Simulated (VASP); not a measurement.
# TiAl (P4/mmm) in VASP: notebook

TiAl is run at these levels: LDA; tasks: single point.

All numbers are computed with VASP 6.6.1; they aren't measurements. Logs are shortened: lines on timing, memory, paths and dates and some standing lists are left out, and cuts for length are marked.

## (1) The cell of the first run

It takes space group P4/mmm (No. 123, tetragonal). The conventional cell has a = 2.925 Å, b = 2.925 Å, c = 3.052 Å, α = 90.00°, β = 90.00°, γ = 90.00°. Ti (site symmetry 4/mmm) has 8 Al at 2.57 Å and 6 Ti at 2.92 to 3.05 Å within 3.4 Å. Al (site symmetry 4/mmm) has 8 Ti at 2.57 Å and 6 Al at 2.92 to 3.05 Å within 3.4 Å.

## (2) Single point, LDA (strain -0.080 along x and y, -0.040 along z)

File INCAR:

```
PREC     = Accurate       # precision mode
ENCUT    = 520            # plane-wave cutoff, eV
EDIFF    = 1E-7           # SCF threshold, eV
ISMEAR   = 0              # smearing method
SIGMA    = 0.15           # smearing width, eV
LREAL    = False          # projectors in reciprocal space
LASPH    = True           # aspherical terms in the spheres
NELM     = 100            # most SCF steps
ALGO     = Fast           # electronic algorithm
ISIF     = 2              # what is computed and relaxed
LWAVE    = False          # write WAVECAR
LCHARG   = False          # write CHGCAR
GGA      = CA             # functional
NBANDS   = 14             # bands
```

File KPOINTS:

```
Automatic mesh
0
Gamma
  16 16 16
```

File POSCAR:

```
TiAl
1.0
    2.9247388800      0.0000000000      0.0000000000
    0.0000000000      2.9247388800      0.0000000000
    0.0000000000      0.0000000000      3.0519014400
Ti Al
1 1
Direct
    0.0000000000      0.0000000000      0.0000000000
    0.5000000000      0.5000000000      0.5000000000
```

Potentials or basis: VASP PAW LDA potentials, release 64 (Ti_sv, Al).

Command:

```sh
> cat potpaw_LDA.64/Ti_sv/POTCAR potpaw_LDA.64/Al/POTCAR > POTCAR
> mpirun -np 1 vasp_std > vasp.out
```

OUTCAR:

```text
PREC = Accurate
   ENCUT = 520
   EDIFF = 1E-7
   ISMEAR = 0
   LREAL = False
   LASPH = True
   NELM = 100
   ISIF = 2
   GGA = CA

 ion  position               nearest neighbor table
   1  0.000  0.000  0.000-   2 2.57   2 2.57   2 2.57   2 2.57   2 2.57   2 2.57   2 2.57   2 2.57

   2  0.500  0.500  0.500-   1 2.57   1 2.57   1 2.57   1 2.57   1 2.57   1 2.57   1 2.57   1 2.57

  LATTYP: Found a simple tetragonal cell.
 ALAT       =     2.9247388800
 C/A-ratio  =     1.0434782609

  Lattice vectors:

 A1 = (   2.9247388800,   0.0000000000,   0.0000000000)
 A2 = (   0.0000000000,   2.9247388800,   0.0000000000)
 A3 = (   0.0000000000,   0.0000000000,   3.0519014400)

Analysis of symmetry for initial positions (statically):
=====================================================================
 Subroutine PRICEL returns:
 Original cell was already a primitive cell.

 Routine SETGRP: Setting up the symmetry group for a
 simple tetragonal supercell.

 Subroutine GETGRP returns: Found 16 space group operations
 (whereof 16 operations were pure point group operations)
 out of a pool of 16 trial point group operations.

The static configuration has the point symmetry D_4h.

Analysis of symmetry for dynamics (positions and initial velocities):
=====================================================================
 Subroutine PRICEL returns:
 Original cell was already a primitive cell.

 Routine SETGRP: Setting up the symmetry group for a
 simple tetragonal supercell.

 Subroutine GETGRP returns: Found 16 space group operations
 (whereof 16 operations were pure point group operations)
 out of a pool of 16 trial point group operations.

The dynamic configuration has the point symmetry D_4h.

 Subroutine INISYM returns: Found 16 space group operations
 (whereof 16 operations are pure point group operations),
 and found     1 'primitive' translations

----------------------------------------------------------------------------------------

                                     Primitive cell

  volume of cell :      26.1063

  direct lattice vectors                    reciprocal lattice vectors
     2.924738880  0.000000000  0.000000000     0.341910865  0.000000000  0.000000000
     0.000000000  2.924738880  0.000000000     0.000000000  0.341910865  0.000000000
     0.000000000  0.000000000  3.051901440     0.000000000  0.000000000  0.327664579

  length of vectors
     2.924738880  2.924738880  3.051901440     0.341910865  0.341910865  0.327664579

  position of ions in fractional coordinates (direct lattice)
     0.000000000  0.000000000  0.000000000
     0.500000000  0.500000000  0.500000000

  ion indices of the primitive-cell ions
   primitive index   ion index
                 1           1
                 2           2

----------------------------------------------------------------------------------------

 KPOINTS: Automatic mesh

Automatic generation of k-mesh.
 Grid dimensions read from file:
 generate k-points for:   16   16   16

 Generating k-lattice:

  Cartesian coordinates                     Fractional coordinates (reciprocal lattice)
     0.021369429  0.000000000  0.000000000     0.062500000  0.000000000  0.000000000
     0.000000000  0.021369429  0.000000000     0.000000000  0.062500000  0.000000000
     0.000000000  0.000000000  0.020479036     0.000000000  0.000000000  0.062500000

  Length of vectors
     0.021369429  0.021369429  0.020479036

  Shift w.r.t. Gamma in fractional coordinates (k-lattice)
     0.000000000  0.000000000  0.000000000

 Subroutine IBZKPT returns following result:
 ===========================================

 Found    405 irreducible k-points:

 Following reciprocal coordinates:
            Coordinates               Weight
  0.000000  0.000000  0.000000      1.000000
  0.062500  0.000000  0.000000      4.000000
  0.125000  0.000000  0.000000      4.000000
  0.187500  0.000000  0.000000      4.000000
  0.250000  0.000000  0.000000      4.000000
  0.312500  0.000000  0.000000      4.000000
[... 16 lines left out ...]
  0.437500  0.125000  0.000000      8.000000
  0.500000  0.125000  0.000000      4.000000
 [... further k-points ...]
   k-points           NKPTS =    405   k-points in BZ     NKDIM =    405   number of bands    NBANDS=     14
   number of dos      NEDOS =    301   number of ions     NIONS =      2
   total plane-waves  NPLWV =  13824
   dimension x,y,z NGX =    24 NGY =   24 NGZ =   24
   dimension x,y,z NGXF=    48 NGYF=   48 NGZF=   48
   ions per type =               1   1
   NGX,Y,Z   is equivalent  to a cutoff of  13.64, 13.64, 13.07 a.u.
   NGXF,Y,Z  is equivalent  to a cutoff of  27.28, 27.28, 26.15 a.u.
 SYSTEM =  unknown system
   PREC   = accura    normal or accurate (medium, high low for compatibility)
   ISTART =      0    job   : 0-new  1-cont  2-samecut
   ICHARG =      2    charge: 1-file 2-atom 10-const
   ISPIN  =      1    spin polarized calculation?
   LNONCOLLINEAR =      F non collinear calculations
   LSORBIT =      F    spin-orbit coupling
   LASPH  =      T    aspherical Exc in radial PAW
   ENCUT  =  520.0 eV  38.22 Ry    6.18 a.u.   5.44  5.44  5.67*2*pi/ulx,y,z
   NELM   =    100;   NELMIN=  2; NELMDL= -5     # of ELM steps
   EDIFF  = 0.1E-06   stopping-criterion for ELM
   LREAL  =      F    real-space projection
   EDIFFG = 0.1E-05   stopping-criterion for IOM
   NSW    =      0    number of steps for IOM
   IBRION =     -1    ionic relax: 0-MD 1-quasi-New 2-CG
   NFREE  =      0    steps in history (QN), initial steepest desc. (CG)
   ISIF   =      2    stress and relaxation
   ISYM   =      2    0-nonsym 1-usesym 2-fastsym
   POTIM  = 0.5000    time-step for ionic-motion
   TEBEG  =    0.0;   TEEND  =   0.0 temperature during run
   PSTRESS=    0.0 pullay stress
   NELECT =      15.0000    total number of electrons
   NUPDOWN=      -1.0000    fix difference up-down
   EMIN   =  10.00;   EMAX   =-10.00  energy-range for DOS
   EFERMI =   0.00;   METHOD = LEGACY
   ISMEAR =     0;   SIGMA  =   0.15  broadening in eV -4-tet -1-fermi 0-gaus
   EFERMI_NEDOS =   21; number of points for ismear=-14 and -15
   IALGO  =     68    algorithm
   IMIX   =      4    mixing-type and parameters
     AMIX     =   0.40;   BMIX     =  1.00
     AMIX_MAG =   1.60;   BMIX_MAG =  1.00
  volume/ion in A,a.u.               =      13.05        88.09
  Fermi-wavevector in a.u.,A,eV,Ry     =   1.360997  2.571911 25.202229  1.852312
  Thomas-Fermi vector in A             =   2.487611
   LORBIT       =      0    0 simple, 1 ext, 2 COOP (PROOUT), +10 PAW based schemes
   GGA     = CA    functional components
   LHFCALC =     F    Hartree Fock is set to
   AEXX    =    0.0000 exact exchange contribution
   IVDW    =     0    specifies the selected vdW correction
   LEPSILON=     F    determine dielectric tensor
   LRPA    =     F    only Hartree local field effects (RPA)
 non-spin polarized calculation
 RMM-DIIS sequential band-by-band and
 Gauss-broadening in eV      SIGMA  =   0.15
  energy-cutoff  :      520.00
  volume of cell :       26.11
 maximum number of plane-waves:       721
 NGX is ok and might be reduce to    24
   NGX = 11   NGY = 11   NGZ = 11

 number of electron      15.0000004 magnetization

 Free energy of the ion-electron system (eV)
  ---------------------------------------------------
  ext. energy  EPLUGINS =         0.00000000
  ---------------------------------------------------
  free energy    TOTEN  =       -12.99263933 eV

  energy without entropy =      -12.97039423  energy(sigma->0) =      -12.98151678

 E-fermi :  10.8722     XC(G=0): -12.2510

 val. band max:       10.8637719624   @ k =   0.5000   0.1875   0.0000
 cond. band min:      10.8835189189   @ k =   0.2500   0.0000   0.2500
 fundamental gap:      0.0197469565
 Fermi energy:        10.8721500031

 k-point     1 :       0.0000    0.0000    0.0000
  band No.  band energies     occupation
      1     -44.8838      2.00000
      2     -21.4879      2.00000
      3     -21.4034      2.00000
      4     -21.4034      2.00000
      5       0.8075      2.00000
      6       8.8389      2.00000
      7       8.9882      2.00000
      8      13.0772      0.00000
      9      13.0772      0.00000
     10      13.3391      0.00000
     11      15.6042      0.00000
     12      16.9032      0.00000
     13      16.9032      0.00000
     14      20.9802      0.00000

 k-point     2 :       0.0625    0.0000    0.0000
  band No.  band energies     occupation
      1     -44.8821      2.00000
      2     -21.4864      2.00000
      3     -21.4199      2.00000
      4     -21.4020      2.00000
      5       0.8846      2.00000
      6       8.8653      2.00000
      7       8.9931      2.00000
      8      12.8916      0.00000
      9      13.0889      0.00000
     10      13.2073      0.00000
     11      15.8324      0.00000
     12      16.5610      0.00000
     13      17.0775      0.00000
     14      20.9380      0.00000

 k-point     3 :       0.1250    0.0000    0.0000
  band No.  band energies     occupation
      1     -44.8771      2.00000
      2     -21.4820      2.00000
      3     -21.4664      2.00000
      4     -21.3980      2.00000
      5       1.1132      2.00000
      6       8.8746      2.00000
      7       9.0459      2.00000
      8      12.4725      0.00000
      9      12.8805      0.00000
     10      13.1228      0.00000
     11      15.8459      0.00000
     12      16.3819      0.00000
     13      17.5344      0.00000
     14      20.5625      0.00000
[... 324 lines left out ...]
 k-point    23 :       0.4375    0.1250    0.0000
  band No.  band energies     occupation
      1     -44.8328      2.00000
      2     -21.7976      2.00000
      3     -21.4431      2.00000
      4     -21.4255      2.00000
      5       4.3543      2.00000
      6       6.1908      2.00000
      7      10.1629      2.00000
      8      10.8135      1.41972
      9      10.9382      0.53375
     10      12.9916      0.00000
     11      14.9749      0.00000
     12      18.1209      0.00000
     13      20.1442      0.00000
     14      20.8741      0.00000

 k-point    24 :       0.5000    0.1250    0.0000
  band No.  band energies     occupation
      1     -44.8311      2.00000
      2     -21.8129      2.00000
      3     -21.4415      2.00000
      4     -21.4239      2.00000
      5       4.9790      2.00000
      6       5.5324      2.00000
      7      10.2807      2.00000
      8      10.7563      1.72539
      9      10.8300      1.30915
     10      13.0077      0.00000
     11      15.0340      0.00000
     12      18.0457      0.00000
     13      20.5496      0.00000
     14      21.5874      0.00000

 [... further k-points ...]

------------------------ aborting loop because EDIFF is reached ----------------------------------------

  FORCE on cell =-STRESS in cart. coord.  units (eV):
  Direction    XX          YY          ZZ          XY          YZ          ZX
  --------------------------------------------------------------------------------------
  -------------------------------------------------------------------------------------
  Total        4.1296637      4.1296637      4.8003484      0.0000000     -0.0000000      0.0000000
  in kB      253.4431585    253.4431585    294.6040025      0.0000000     -0.0000000      0.0000000
  external PRESSURE =     267.1634398 kB  Pullay stress =       0.0000000 kB

 VOLUME and BASIS-vectors are now :
 -----------------------------------------------------------------------------
  energy-cutoff  :      520.00
  volume of cell :       26.11
      direct lattice vectors                 reciprocal lattice vectors
     2.924738880  0.000000000  0.000000000     0.341910865  0.000000000  0.000000000
     0.000000000  2.924738880  0.000000000     0.000000000  0.341910865  0.000000000
     0.000000000  0.000000000  3.051901440     0.000000000  0.000000000  0.327664579

 POSITION                                       TOTAL-FORCE (eV/Angst)
 -----------------------------------------------------------------------------------
      0.00000      0.00000      0.00000         0.000000      0.000000      0.000000
      1.46237      1.46237      1.52595         0.000000      0.000000      0.000000
 -----------------------------------------------------------------------------------
    total drift:                                0.000000      0.000000      0.000000

  FREE ENERGIE OF THE ION-ELECTRON SYSTEM (eV)
  ---------------------------------------------------
  free  energy   TOTEN  =       -12.9926393262 eV

  energy  without entropy=      -12.9703942313  energy(sigma->0) =      -12.98151678
```

Wall time 4.5 min (1 thread of Intel Xeon 8259CL, shared host); peak memory 0.26 GiB.

What came out:

| Property | Result |
| --- | --- |
| Free energy | -12.9926 eV |
| Pressure | 26.7 GPa |
| Band gap on the k mesh | zero (an odd number of electrons rules out a gap without spin polarisation) |

Levels at points of the mesh, in eV from the Fermi level:
```csv
k point,band 6,band 7,band 8,band 9,band 10,band 11
"(0.00, 0.00, 0.00)",-2.03,-1.88,2.21,2.21,2.47,4.73
"(0.50, 0.00, 0.00)",-5.66,-0.74,-0.21,0.38,2.53,4.21
"(0.50, 0.50, 0.00)",-1.79,-1.79,-1.64,0.51,0.51,3.79
"(0.00, 0.00, 0.50)",-5.73,-0.86,0.37,0.37,2.69,3.58
"(0.50, 0.00, 0.50)",-2.18,-1.87,-1.71,0.87,1.00,3.50
"(0.50, 0.50, 0.50)",-3.73,-3.73,1.95,3.54,3.56,3.85
```

Caveat: the cell differs from its parent crystal (strain -0.080 along x and y, -0.040 along z); the cell stands under pressure.

## (3) Single point, LDA (strain -0.040 along x and y, -0.080 along z)

File INCAR:

```
SYSTEM = TiAl
PREC = Accurate ; ENCUT = 520
EDIFF = 1E-6 ; ISMEAR = 0
SIGMA = 0.15 ; LREAL = .FALSE.
LASPH = .TRUE. ; NELM = 60
ALGO = Fast ; ISIF = 2
LWAVE = .FALSE. ; LCHARG = .FALSE.
NBANDS = 14
```

File KPOINTS:

```
Automatic mesh
0
G
  16 16 16
  0 0 0
```

File POSCAR:

```
TiAl
1.0
    3.0519014400      0.0000000000      0.0000000000
    0.0000000000      3.0519014400      0.0000000000
    0.0000000000      0.0000000000      2.9247388800
Ti Al
1 1
Direct
    0.0000000000      0.0000000000      0.0000000000
    0.5000000000      0.5000000000      0.5000000000
```

Potentials or basis: VASP PAW LDA potentials, release 64 (Ti_sv, Al).

Command:

```sh
> cat potpaw_LDA.64/Ti_sv/POTCAR potpaw_LDA.64/Al/POTCAR > POTCAR
> mpirun -np 1 vasp_std > vasp.out
```

It took 3.6 min on 1 thread of Intel Xeon 8259CL, shared host; peak memory 0.26 GiB.

It converged, with:

| Quantity | Value |
| --- | --- |
| Free energy | -13.1453 eV |
| Pressure | 18.0 GPa |
| Band gap on the k mesh | zero (an odd number of electrons rules out a gap without spin polarisation) |

Stress tensor (GPa, compression positive):
```
18.46  0.00  0.00
 0.00 18.46  0.00
 0.00  0.00 17.12
```

Levels at points of the mesh, in eV from the Fermi level:
```tsv
k point	band 5	band 6	band 7	band 8	band 9	band 10	band 11	band 12
(0.00, 0.00, 0.00)	-9.90	-1.90	-1.77	1.99	2.26	2.26	4.89	4.89
(0.50, 0.00, 0.00)	-6.27	-5.61	-0.77	-0.04	0.54	2.50	3.58	6.77
(0.50, 0.50, 0.00)	-5.65	-2.14	-2.14	-1.69	1.04	1.04	3.27	5.53
(0.00, 0.00, 0.50)	-5.80	-5.51	-0.63	-0.01	-0.01	2.33	4.16	6.75
(0.50, 0.00, 0.50)	-5.38	-2.05	-1.75	-1.60	0.57	0.70	3.47	6.07
(0.50, 0.50, 0.50)	-3.60	-3.60	-3.59	1.64	3.38	3.47	3.47	3.63
```

Caveat: the cell differs from its parent crystal (strain -0.040 along x and y, -0.080 along z); the cell stands under pressure.

## (4) Single point, LDA (strain -0.040 along x and y, +0.000 along z)

File INCAR:

```
PREC = Accurate ; ENCUT = 520
EDIFF = 1E-6 ; ISMEAR = 0
SIGMA = 0.15 ; LREAL = False
LASPH = True ; NELM = 60
ALGO = Fast ; ISIF = 2
LWAVE = False ; LCHARG = True
LELF = True ; LVHAR = True
NBANDS = 14
```

File KPOINTS:

```
regular mesh
0
Gamma
  16 16 16
```

Edit POSCAR of step 3 so:

```diff
@@ -4,3 +4,3 @@
     0.0000000000      3.0519014400      0.0000000000
-    0.0000000000      0.0000000000      2.9247388800
+    0.0000000000      0.0000000000      3.1790640000
 Ti Al
```

Command:

```sh
> cat potpaw_LDA.64/Ti_sv/POTCAR potpaw_LDA.64/Al/POTCAR > POTCAR
> mpirun -np 1 vasp_std > vasp.out
```

Wall time 3.2 min (1 thread of Intel Xeon 8259CL, shared host); peak memory 0.27 GiB.

It converged, with:

```
Free energy            : -13.3072 eV
Pressure               : 4.2 GPa
Band gap on the k mesh : zero (an odd number of electrons rules out a gap without spin polarisation)
```

Stress tensor (GPa, compression positive):
```
2.98 0.00 0.00
0.00 2.98 0.00
0.00 0.00 6.59
```

Levels at points of the mesh, in eV from the Fermi level:
| k point | band 6 | band 7 | band 8 | band 9 | band 10 | band 11 |
| --- | --- | --- | --- | --- | --- | --- |
| (0.00, 0.00, 0.00) | -1.66 | -1.54 | 1.90 | 1.90 | 2.11 | 4.09 |
| (0.50, 0.00, 0.00) | -5.31 | -0.58 | -0.18 | 0.32 | 2.16 | 3.54 |
| (0.50, 0.50, 0.00) | -1.87 | -1.87 | -1.46 | 0.50 | 0.50 | 3.21 |
| (0.00, 0.00, 0.50) | -5.39 | -0.68 | 0.30 | 0.30 | 2.29 | 3.03 |
| (0.50, 0.00, 0.50) | -2.20 | -1.95 | -1.55 | 0.80 | 0.89 | 2.98 |
| (0.50, 0.50, 0.50) | -3.31 | -3.31 | 1.09 | 3.03 | 3.13 | 3.26 |

Caveat: the cell differs from its parent crystal (strain -0.040 along x and y, +0.000 along z); the cell stands under pressure.

## (5) Overview

| cell | further INCAR settings | gap on the mesh (eV) | pressure (GPa) |
| --- | --- | --- | --- |
| a = 2.925, b = 2.925, c = 3.052 Å, 2 atoms | ALGO = Fast; EDIFF = 1e-07; NBANDS = 14 | none | 26.7 |
| a = 3.052, b = 3.052, c = 2.925 Å, 2 atoms | ALGO = Fast; EDIFF = 1e-06; NBANDS = 14 | none | 18.0 |
| a = 3.052, b = 3.052, c = 3.179 Å, 2 atoms | ALGO = Fast; EDIFF = 1e-06; NBANDS = 14 | none | 4.2 |

Alike in all rows: task single point; level LDA; potentials or basis VASP PAW LDA potentials, release 64 (Ti_sv, Al); no spin polarisation; k mesh 16 × 16 × 16; cutoff (eV) 520; smearing gaussian 0.15 eV.

Caveats: the cell stands under pressure.

Absolute energies hang on the potentials; compare differences alone.
